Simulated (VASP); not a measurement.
Set up this calculation in VASP 6.6.1, as the native input.

```yaml
Task: single point
Functional: PBEsol
Potentials_or_basis: VASP PAW PBE potentials, release 64 (Al, Ga_d, N)
Cutoff: 520 eV
k_mesh: 6 × 6 × 6
Occupations: gaussian, width 0.02 eV
Spin: no spin polarisation
Dipole_correction: no
Further_INCAR_settings: ALGO = Normal; EDIFF = 1e-06; NBANDS = 41
```

The structure of AlGa3N4 lies in POSCAR:

```
AlGa3N4
1.0
    4.4675774128      0.0000000000      0.0000000000
    0.0000000000      4.4675774128      0.0000000000
    0.0000000000      0.0000000000      4.4675774128
Al Ga N
1 3 4
Direct
    0.0000000000      0.0000000000      0.0000000000
    0.5000000000      0.5000000000      0.0000000000
    0.5000000000      0.0000000000      0.5000000000
    0.0000000000      0.5000000000      0.5000000000
    0.7550464072      0.7550464072      0.2449535928
    0.7550464072      0.2449535928      0.7550464072
    0.2449535928      0.7550464072      0.7550464072
    0.2449535928      0.2449535928      0.2449535928
```

One way to write it, as run:

INCAR

```
PREC = Accurate
ENCUT = 520
EDIFF = 1E-6
ISMEAR = 0
SIGMA = 0.02
LREAL = F
LASPH = T
NELM = 100
ALGO = Normal
ISIF = 2
LWAVE = F
LCHARG = F
GGA = PS
NBANDS = 41
```

KPOINTS

```
regular mesh
0
Gamma
  6 6 6
```

Potentials or basis: VASP PAW PBE potentials, release 64 (Al, Ga_d, N).

Launch:

```sh
$ cat potpaw_PBE.64/Al/POTCAR potpaw_PBE.64/Ga_d/POTCAR potpaw_PBE.64/N/POTCAR > POTCAR
$ mpirun -np 1 vasp_std > vasp.out
```

Results of the run:

- Pressure: -0.2 GPa
- Largest force: 0.012 eV/Å
- Band gap on the k mesh: 2.31 eV, direct

Caveat: the PAW data sets were made with another functional, which shifts forces and pressure a little.

Run time: 120 s on 1 thread of Intel Xeon 8259CL, on a shared host, peak memory 0.22 GiB.
